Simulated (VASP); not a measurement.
**Se: relaxation of cell and atoms with PBE**

Se:

```
Se
1.0
     2.56422   -4.75591    0.00000
     2.56422    4.75591    0.00000
     0.00000    0.00000    4.33546
Se
4
Direct
  0.60505 0.39495 0.65553
  0.10505 0.89495 0.84447
  0.39495 0.60505 0.34447
  0.89495 0.10505 0.15553
```

```yaml
Program: VASP 6.6.1
Task: relaxation of cell and atoms
Functional: PBE
Potentials_or_basis: VASP PAW PBE potentials, release 64 (Se)
Cutoff: 600 eV
k_mesh: 10 × 10 × 10
Occupations: gaussian, width 0.1 eV
Spin: no spin polarisation
Dipole_correction: no
Further_INCAR_settings: ALGO = Normal; EDIFF = 1e-07; IBRION = 2; EDIFFG = -0.01; NSW = 100; ISIF = 3
```

| Property | Result |
| --- | --- |
| Relaxed volume | 26.18 Å³/atom |
| Relaxed cell | a = 5.444 Å, b = 5.444 Å, c = 4.276 Å, α = 90.00°, β = 90.00°, γ = 124.25° |
| Space group after relaxing (to 0.05 Å) | Cmce (No. 64) |
| Energy gained by relaxing | 1.5 meV/atom |
| Ionic steps | 13 |
| Pressure after relaxing | 0.0 GPa |
| Band gap on the k mesh | zero (band 12 reaches 3.18 eV, above the bottom of band 13 at 3.15 eV) |

Step by step:
| step | energy change (eV) | largest force (eV/Å) | pressure (GPa) | volume (Å³) |
| --- | --- | --- | --- | --- |
| 1 | 0.0000 | 0.0864 | -0.20 | 105.74 |
| 2 | -0.0046 | 0.0080 | 0.06 | 105.24 |
| 3 | -0.0046 | 0.0120 | 0.04 | 105.28 |
| 4 | -0.0049 | 0.0106 | -0.06 | 105.35 |
| 5 | -0.0049 | 0.0239 | -0.14 | 105.41 |
| 6 | -0.0050 | 0.0230 | -0.13 | 105.34 |
| 7 | -0.0054 | 0.0209 | -0.09 | 105.13 |
| 8 | -0.0057 | 0.0203 | 0.00 | 104.71 |
| 9 | -0.0057 | 0.0206 | 0.01 | 104.65 |
| 10 | -0.0057 | 0.0165 | 0.02 | 104.66 |
| 11 | -0.0058 | 0.0101 | 0.02 | 104.67 |
| 12 | -0.0058 | 0.0112 | 0.02 | 104.67 |
| 13 | -0.0059 | 0.0017 | -0.01 | 104.72 |

Final structure:
```cif
data_structure
_symmetry_space_group_name_H-M 'P 1'
_symmetry_Int_Tables_number 1
_cell_length_a 5.4436
_cell_length_b 5.4436
_cell_length_c 4.2756
_cell_angle_alpha 90.000
_cell_angle_beta 90.000
_cell_angle_gamma 124.255
_cell_volume 104.72
loop_
_atom_site_label
_atom_site_type_symbol
_atom_site_fract_x
_atom_site_fract_y
_atom_site_fract_z
_atom_site_occupancy
Se1 Se 0.60574 0.39426 0.65411 1
Se2 Se 0.10574 0.89426 0.84589 1
Se3 Se 0.39426 0.60574 0.34589 1
Se4 Se 0.89426 0.10574 0.15411 1
```

Levels at points of the mesh, in eV from the Fermi level:
```
           k point  band 8  band 9  band 10  band 11  band 12  band 13  band 14  band 15  band 16
(0.00, 0.00, 0.00)   -3.24   -2.08    -1.32    -1.16    -1.00     1.54     1.55     1.58     3.69
(0.50, 0.00, 0.00)   -2.94   -2.26    -2.26    -0.50    -0.50     0.26     0.26     1.83     1.83
(0.50, 0.50, 0.00)   -3.80   -3.25    -2.04    -1.18    -0.78     1.36     1.54     3.31     4.09
(0.00, 0.00, 0.50)   -4.40   -3.33    -3.33    -1.78    -1.78     1.40     1.40     3.08     3.08
(0.50, 0.00, 0.50)   -4.53   -1.29    -1.29    -0.85    -0.85     0.89     0.89     1.52     1.52
(0.50, 0.50, 0.50)   -5.23   -2.42    -2.42    -0.02    -0.02     1.64     1.64     2.17     2.17
```

It took 42 min on 1 thread of AMD EPYC 7R43 64-Core Processor (Zen 3) (shared host), peak memory 0.48 GiB.
